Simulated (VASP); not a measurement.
Here is a VASP 6.6.1 calculation.

Contents of INCAR:

```
  ALGO = Normal
  DIPOL = 0.5 0.5 0.500
  EDIFF = 1E-6
  ENCUT = 520
  GGA = CA
  IDIPOL = 3
  ISIF = 2
  ISMEAR = 0
  LASPH = T
  LCHARG = F
  LDIPOL = T
  LREAL = F
  LWAVE = F
  NBANDS = 22
  NELM = 60
  PREC = Accurate
  SIGMA = 0.02
```

Contents of KPOINTS:

```
k-points
0
Gamma
  9 9 1
```

File POSCAR:

```
Bi
1.0
    3.9450000000      0.0000000000      0.0000000000
   -1.9725000000      3.4164702179      0.0000000000
    0.0000000000      0.0000000000     28.0000000000
Bi
2
Direct
    0.3333333333      0.6666666667      0.5459464286
    0.6666666667      0.3333333333      0.4540535714
```

Potentials or basis: VASP PAW LDA potentials, release 64 (Bi_d).

Run with:

```bash
$ cat potpaw_LDA.64/Bi_d/POTCAR > POTCAR
$ mpirun -np 1 vasp_std > vasp.out
```

(1) Estimate the largest force.

(2) What does it give for the band gap on the k mesh?

Results:

(1) 1.221 eV/Å.

(2) zero (bands 15 and 16 overlap by 2.44 eV).

Caveat: spin-orbit coupling is left out, which moves the levels of the heavy elements.
